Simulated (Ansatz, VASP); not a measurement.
# Two plane-wave programs on GaN

The input INCAR:

```
SYSTEM = GaN
AGGAC = 1.0 ; AGGAX = 1.0
ALDAC = 0.0 ; ALDAX = 1.0
ALGO = Normal ; EDIFF = 1E-7
EDIFFG = -0.01 ; ENCUT = 600
GGA = B5 ; IBRION = 2
ISIF = 3 ; ISMEAR = -1
IVDW = 12 ; LASPH = .TRUE.
LCHARG = .FALSE. ; LREAL = .FALSE.
LWAVE = .FALSE. ; NELM = 60
NSW = 60 ; PREC = Accurate
SIGMA = 0.05 ; VDW_A1 = 0.4298
VDW_A2 = 4.2359 ; VDW_S6 = 1.0
VDW_S8 = 2.6996
```

File KPOINTS:

```
k-points
0
G
  10 10 10
  0 0 0
```

The input POSCAR:

```
GaN
1.0
    0.0000000000      2.2535006075      2.2535006075
    2.2535006075      0.0000000000      2.2535006075
    2.2535006075      2.2535006075      0.0000000000
Ga N
1 1
Direct
    0.0000000000      0.0000000000      0.0000000000
    0.2500000000      0.2500000000      0.2500000000
```

File input.yaml:

```yaml
crystal:
  lattice:
    - [0.0, 2.2535006075, 2.2535006075]
    - [2.2535006075, 0.0, 2.2535006075]
    - [2.2535006075, 2.2535006075, 0.0]
  atoms:
    - { symbol: Ga, position: [0.0, 0.0, 0.0] }
    - { symbol: "N", position: [0.25, 0.25, 0.25] }
hamiltonian:
  xc: blyp
  pseudopotentials: { kind: paw }
  dispersion: d3bj
kpoints:
  mp_grid: { grid: [10, 10, 10] }
scf:
  occupations: { method: fermi_dirac, width: 0.05 }
output:
  forces: true
  stress: true
  write_density: true
  write_potential: true
  elf: true
  volumetric_format: npy
relax:
  f_tol: 0.01
  max_steps: 40
  cell: { stress_tol: 0.05 }
```

Alike in both runs: task relaxation of cell and atoms; functional BLYP; dispersion D3(BJ); k mesh 10 × 10 × 10; occupations fermi-dirac, width 0.05 eV; no spin polarisation.

|  | VASP | Ansatz |
| --- | --- | --- |
| version | VASP 6.6.1 | Ansatz 0.2.0 |
| potentials or method | VASP PAW PBE potentials, release 64 (Ga_d, N) | Ansatz PAW |
| plane-wave cutoff (eV) | 600 | 420 |
| valence electrons in the cell | 18 | 18 |

```csv
,VASP,Ansatz,Ansatz less VASP
"gap on the k mesh at the Fermi level, each at its own relaxed structure (eV)",1.68,1.73,+0.055
relaxed volume (Å³/atom),11.68,11.60,-0.080
relaxed cell length with the largest relative difference (Å),3.208,3.201,-0.0073
```

VASP's potentials were made for PBE, not for BLYP.

Noted on Ansatz's run: the plane-wave basis is chosen anew once the cell has moved, so the energies of steps on either side of that aren't comparable.
